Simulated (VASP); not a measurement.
AlGa2:

```
Al Ga
1.0
     0.00000    2.94657    2.94657
     2.94657    0.00000    2.94657
     2.94657    2.94657    0.00000
Al Ga
1 2
Cartesian
  0.0000 0.0000 0.0000
  1.4733 1.4733 1.4733
  4.4199 4.4199 4.4199
```

The cell was built from a structure type or drawn by symmetry, and may not be a known phase.

- Program: VASP 6.6.1
- Task: relaxation of cell and atoms
- Functional: PBE
- Potentials or basis: VASP PAW PBE potentials, release 64 (Al, Ga_d)
- Cutoff: 600 eV
- k mesh: 6 × 6 × 6
- Occupations: gaussian, width 0.1 eV
- Spin: no spin polarisation

At the start: pressure 12.6 GPa; volume 17.06 Å³/atom.

How do energy, volume and symmetry change on relaxing?

Over 3 steps the energy falls by 110.1 meV/atom and the volume is 20.23 Å³/atom (+18.6 %); space group Fm-3m (No. 225, to 0.1 Å) before and after.

The path:
```tsv
step	energy change (eV)	largest force (eV/Å)	pressure (GPa)	volume (Å³)
1	0.0000	0.0000	12.59	51.17
2	-0.3280	0.0000	-0.86	61.74
3	-0.3304	0.0000	0.04	60.69
```

Final structure:
```
CELL_PARAMETERS angstrom
0.00000 3.11905 3.11905
3.11905 0.00000 3.11905
3.11905 3.11905 0.00000
ATOMIC_POSITIONS crystal
Al 0.00000 0.00000 0.00000
Ga 0.25000 0.25000 0.25000
Ga 0.75000 0.75000 0.75000
```

Caveat: the volume moved by over 15 % at a fixed basis, so the end points are rough.
